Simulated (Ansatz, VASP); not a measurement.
Ni3Hg in VASP and in Ansatz

```xyz
4
Lattice="3.8422 0.0000 0.0000 0.0000 3.8422 0.0000 0.0000 0.0000 3.8422" Properties=species:S:1:pos:R:3 pbc="T T T"
Ni    0.0000    1.9211    1.9211
Ni    1.9211    0.0000    1.9211
Ni    1.9211    1.9211    0.0000
Hg    0.0000    0.0000    0.0000
```

Alike in both runs: task single point; functional PBEsol; k mesh 6 × 6 × 6; occupations fermi-dirac, width 0.1 eV; collinear spin.

```csv
,VASP,Ansatz
version,VASP 6.6.1,Ansatz 0.2.0
potentials or method,"VASP PAW PBE potentials, release 64 (Ni, Hg), cutoff 520 eV","plane waves, PAW"
valence electrons in the cell,42,74
```

```csv
,VASP,Ansatz,Ansatz less VASP
pressure (GPa),-15.4,-16.4,-0.93
net moment per atom (μB),0.29,0.30,+0.008
size of the moment on the site where the two differ most (μB),0.40,0.42,+0.019
```

VASP's potentials were made for PBE, not for PBEsol. Site moments also hang on the region over which each program counts them. VASP's potentials hold 42 valence electrons a cell and Ansatz's 74, so a difference there can come from the potentials and not from the codes.

Spin-orbit coupling is off throughout.
